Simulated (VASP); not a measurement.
# WC: single point with PBE

WC:

```xyz
16
Lattice="-3.0388 -5.2634 0.0000 4.5582 -2.6317 0.0000 0.0000 0.0000 5.9278" Properties=species:S:1:pos:R:3 pbc="T T T"
W     0.3706   -5.3808   -0.1081
W     0.6168   -5.4669    3.0199
W    -1.2016   -2.7498    0.4017
W    -0.9896   -2.6550    3.2014
W     2.0079   -2.9320    0.2078
W     1.9749   -2.5856    3.1677
W     0.8253    0.0850    0.2137
W     0.2328   -0.1113    3.2663
C     1.8318   -4.5875    1.8112
C     1.9771   -4.5852    4.7014
C     0.5633   -1.7624    1.8498
C     0.5432   -1.9742    5.1736
C     3.6726   -1.8085    1.5325
C     3.1428   -1.9283    4.6172
C    -1.3451   -4.3195    2.0077
C    -0.8592   -4.5685    4.5464
```

```yaml
Program: VASP 6.6.1
Task: single point
Functional: PBE
Potentials_or_basis: VASP PAW PBE potentials, release 64 (W_sv, C)
Cutoff: 520 eV
k_mesh: 2 × 2 × 2
Occupations: fermi-dirac, width 0.36 eV
Spin: no spin polarisation
Dipole_correction: no
Further_INCAR_settings: LREAL = Auto; ALGO = Normal; EDIFF = 1e-06; NBANDS = 86
```

| Item | Value |
| --- | --- |
| Pressure | -13.0 GPa |
| Largest force | 6.430 eV/Å |
| Band gap on the k mesh | zero (bands 72 and 73 overlap by 0.22 eV) |

Forces on the atoms (eV/Å):
```
W    3.945 -2.439  4.453
W   -3.982  0.986  2.081
W    2.579  0.416 -1.891
W   -0.831 -0.951  1.447
W   -0.224  2.135  1.453
W   -1.557 -3.220 -0.766
W   -5.046 -2.768  1.568
W    3.543  0.168 -0.984
C    2.944  2.439 -2.460
C    0.798  0.275 -0.531
C   -1.099 -0.103 -0.293
C   -1.942  1.200 -3.213
C   -1.633 -0.398  0.898
C    3.650  1.287  0.538
C    1.611 -0.691 -1.202
C   -2.756  1.665 -1.096
```

Stress tensor (GPa, compression positive):
```
 -8.68  -0.44   3.06
 -0.44 -13.38  -1.06
  3.06  -1.06 -17.05
```

Levels at points of the mesh, in eV from the Fermi level:
| k point | band 69 | band 70 | band 71 | band 72 | band 73 | band 74 | band 75 | band 76 |
| --- | --- | --- | --- | --- | --- | --- | --- | --- |
| (0.00, 0.00, 0.00) | -0.91 | -0.46 | -0.36 | 0.01 | 0.23 | 0.35 | 0.85 | 1.21 |
| (0.50, 0.00, 0.00) | -1.00 | -0.87 | -0.46 | -0.21 | 0.04 | 0.28 | 0.51 | 0.65 |
| (0.00, 0.50, 0.00) | -0.89 | -0.74 | -0.38 | -0.15 | 0.75 | 0.99 | 1.06 | 1.35 |
| (0.50, 0.50, 0.00) | -1.36 | -1.23 | -0.97 | -0.09 | 0.47 | 0.63 | 0.88 | 0.98 |
| (0.00, 0.00, 0.50) | -0.76 | -0.74 | -0.15 | 0.05 | 0.25 | 0.55 | 0.81 | 0.86 |
| (0.50, 0.00, 0.50) | -0.92 | -0.81 | -0.59 | -0.35 | -0.18 | -0.07 | 0.34 | 0.68 |
| (0.00, 0.50, 0.50) | -1.08 | -0.92 | -0.65 | -0.47 | 0.45 | 0.52 | 0.92 | 1.09 |
| (0.50, 0.50, 0.50) | -1.23 | -1.17 | -0.67 | -0.32 | 0.18 | 0.52 | 1.07 | 1.24 |

Wall time 5.3 min on 1 thread of Intel(R) Xeon(R) Platinum 8259CL CPU @ 2.50GHz (Skylake/Cascade Lake), on a shared host, peak memory 0.33 GiB.

Caveat: the k points lie up to 0.60 Å⁻¹ apart; so wide a smearing shifts energies and pressures; spin-orbit coupling is left out, which moves the levels of the heavy elements; forces of over 1 eV/Å act on the atoms, so gaps and moduli don't describe the material at rest.
